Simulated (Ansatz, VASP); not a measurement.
## Two plane-wave programs on Mg2CdN2

File INCAR:

```
ALGO = Normal
EDIFF = 1E-6
ENCUT = 520
GGA = PE
ISIF = 2
ISMEAR = 0
LASPH = True
LCHARG = True
LELF = True
LREAL = False
LVHAR = True
LWAVE = False
NBANDS = 21
NELM = 80
PREC = Accurate
SIGMA = 0.1
```

The input KPOINTS:

```
k-points
0
Gamma
  6 6 4
```

The input POSCAR:

```
Mg2CdN2
1.0
    3.5528825911      0.0000000000      0.0000000000
   -1.7764412955      3.0768865806      0.0000000000
    0.0000000000      0.0000000000      5.9838310064
Mg Cd N
2 1 2
Direct
    0.6666666700      0.3333333300      0.1534420000
    0.3333333300      0.6666666700      0.8465580000
    0.0000000000      0.0000000000      0.5000000000
    0.6666666700      0.3333333300      0.7722310000
    0.3333333300      0.6666666700      0.2277690000
```

Input for Ansatz:

```yaml
crystal:
  lattice:
    - [3.5528825911, 0.0, 0.0]
    - [-1.7764412955, 3.0768865806, 0.0]
    - [0.0, 0.0, 5.9838310064]
  atoms:
    - { symbol: Mg, position: [0.66666667, 0.33333333, 0.153442] }
    - { symbol: Mg, position: [0.33333333, 0.66666667, 0.846558] }
    - { symbol: Cd, position: [0.0, 0.0, 0.5] }
    - { symbol: "N", position: [0.66666667, 0.33333333, 0.772231] }
    - { symbol: "N", position: [0.33333333, 0.66666667, 0.227769] }
basis:
  ecutwfc: 420
kpoints:
  mp_grid: { grid: [6, 6, 4] }
hamiltonian:
  xc: pbe
scf:
  occupations: { method: gaussian, width: 0.1 }
output:
  forces: true
  stress: true
  eigenvalues: true
```

Alike in both runs: task single point; functional PBE; k mesh 6 × 6 × 4; occupations gaussian, width 0.1 eV; no spin polarisation.

|  | VASP | Ansatz |
| --- | --- | --- |
| version | VASP 6.6.1 | Ansatz 0.2.0 |
| potentials or method | VASP PAW PBE potentials, release 64 (Mg, Cd, N), cutoff 520 eV | scalar-relativistic, plane waves, PAW |
| valence electrons in the cell | 26 | 50 |

Ansatz gave:

```
gap on the k mesh at the Fermi level (eV) : 0.36
least direct gap on the mesh (eV)         : 0.68
pressure (GPa)                            : -0.4
rms of the force components (eV/Å)        : 0.019
```

Q: What did VASP give for the same quantities?

A: gap on the k mesh at the Fermi level (eV): 0.35; least direct gap on the mesh (eV): 0.68; pressure (GPa): -0.3; rms of the force components (eV/Å): 0.010.

Atom by atom the forces differ by 0.017 eV/Å (rms over components). VASP's potentials hold 26 valence electrons a cell and Ansatz's 50, so a difference there can come from the potentials and not from the codes.
